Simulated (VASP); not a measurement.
As: single point with LDA

The system is As.

```
CELL_PARAMETERS angstrom
2.68991 0.00000 0.00000
0.00000 2.68991 0.00000
0.00000 0.00000 2.68991
ATOMIC_POSITIONS crystal
As 0.50000 0.50000 0.50000
```

* Program: VASP 6.6.1
* Task: single point
* Functional: LDA
* Potentials or basis: VASP PAW LDA potentials, release 64 (As)
* Cutoff: 520 eV
* k mesh: 7 × 7 × 7
* Occupations: methfessel-paxton, width 0.1 eV
* Spin: no spin polarisation

```json
{
  "Pressure": "-1.2 GPa"
}
```

Levels at points of the mesh, in eV from the Fermi level:
| k point | band 1 | band 2 | band 3 | band 4 | band 5 | band 6 |
| --- | --- | --- | --- | --- | --- | --- |
| (0.00, 0.00, 0.00) | -15.01 | 4.28 | 4.28 | 4.28 | 8.71 | 8.71 |

Run time: 2.7 s on 1 thread of AMD EPYC 7R43 64-Core Processor (Zen 3), with other jobs on the host, peak memory 0.08 GiB.
